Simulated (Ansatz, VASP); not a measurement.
CaO in VASP and in Ansatz

The input INCAR:

```
  PREC = Accurate
  ENCUT = 520
  EDIFF = 1E-7
  ISMEAR = -1
  SIGMA = 0.02
  LREAL = False
  LASPH = True
  NELM = 60
  ALGO = Normal
  ISIF = 2
  LWAVE = False
  LCHARG = False
  GGA = PE
  NBANDS = 15
```

The input KPOINTS:

```
Automatic mesh
0
Gamma
  8 8 8
```

Contents of POSCAR:

```
CaO
1.0
    0.0000000000      2.7110010085      2.7110010085
    2.7110010085      0.0000000000      2.7110010085
    2.7110010085      2.7110010085      0.0000000000
Ca O
1 1
Direct
    0.0000000000      0.0000000000      0.0000000000
    0.2500000000      0.2500000000      0.2500000000
```

Input for Ansatz:

```yaml
crystal:
  lattice:
    - [0.0, 2.7110010085, 2.7110010085]
    - [2.7110010085, 0.0, 2.7110010085]
    - [2.7110010085, 2.7110010085, 0.0]
  atoms:
    - { symbol: Ca, position: [0.0, 0.0, 0.0] }
    - { symbol: O, position: [0.25, 0.25, 0.25] }
kpoints:
  mp_grid: { grid: [8, 8, 8] }
  band_path:
    path:
      - [0.0, 0.0, 0.0]
      - [-0.5, -0.5, 0.0]
      - [-0.375, -0.375, 0.25]
      - [-0.375, 0.0, 0.375]
      - [0.0, 0.0, 0.5]
      - [-0.5, -0.25, 0.25]
      - [-0.010417, 0.489583, -0.5]
    npoints: 1
hamiltonian:
  xc: pbe
scf:
  occupations: { method: fermi_dirac, width: 0.02 }
  n_extra_bands: 4
output:
  forces: true
  stress: true
  eigenvalues: true
```

Change from the starting cell: hydrostatic strain +4.0%.

Alike in both runs: task single point; functional PBE; k mesh 8 × 8 × 8; occupations fermi-dirac, width 0.02 eV; no spin polarisation.

|  | VASP | Ansatz |
| --- | --- | --- |
| version | VASP 6.6.1 | Ansatz 0.2.0 |
| potentials or method | VASP PAW PBE potentials, release 64 (Ca_sv, O) | plane waves, PAW |
| plane-wave cutoff (eV) | 520 | 420 |
| valence electrons in the cell | 16 | 16 |

|  | VASP | Ansatz | Ansatz less VASP |
| --- | --- | --- | --- |
| gap on the k mesh at the Fermi level (eV) | 2.93 | 2.93 | +0.006 |
| pressure (GPa) | -5.9 | -6.2 | -0.27 |

The functional is the same, so the differences come from potentials, cutoffs and numerics.
